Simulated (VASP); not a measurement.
A run of VASP 6.6.1 is set up as follows.

The input INCAR:

```
SYSTEM = SmNb
PREC     = Accurate       ! precision mode
ENCUT    = 500            ! plane-wave cutoff, eV
EDIFF    = 1E-6           ! SCF threshold, eV
ISMEAR   = 0              ! smearing method
SIGMA    = 0.2            ! smearing width, eV
LREAL    = .False.        ! projectors in reciprocal space
LASPH    = .True.         ! aspherical terms in the spheres
NELM     = 200            ! most SCF steps
ALGO     = Normal         ! electronic algorithm
ISIF     = 2              ! what is computed and relaxed
LWAVE    = .False.        ! write WAVECAR
LCHARG   = .False.        ! write CHGCAR
GGA      = PE             ! functional
NBANDS   = 19             ! bands
GGA_COMPAT= .False.      
LMAXMIX  = 6              ! l up to which the mixer works
```

File KPOINTS:

```
Automatic mesh
0
Gamma
  6 6 6
  0 0 0
```

The input POSCAR:

```
SmNb
1.0
    2.5178972435      1.4537086530      2.1676775343
   -2.5178972435      1.4537086530      2.1676775343
    0.0000000000     -2.9074173011      2.1676775376
Sm Nb
1 1
Direct
    0.4974921027      0.4974921027      0.4974921027
   -0.0036046427     -0.0036046427     -0.0036046427
```

Potentials or basis: VASP PAW PBE potentials, release 64 (Sm_3, Nb_sv), 4f in core.

Run with:

```sh
$ cat potpaw_PBE.64/Sm_3/POTCAR potpaw_PBE.64/Nb_sv/POTCAR > POTCAR
$ mpirun -np 1 vasp_std > vasp.out
```

(1) Predict the band gap on the k mesh.

(2) Predict the largest force.

(3) Estimate the pressure.

Answers

(1) zero (bands 12 and 13 overlap by 0.91 eV).

(2) 0.032 eV/Å.

(3) 0.6 GPa.

Caveat: spin-orbit coupling is left out, which moves the levels of the heavy elements; the 4f electrons are frozen in the core, so they carry no moment and show no levels.
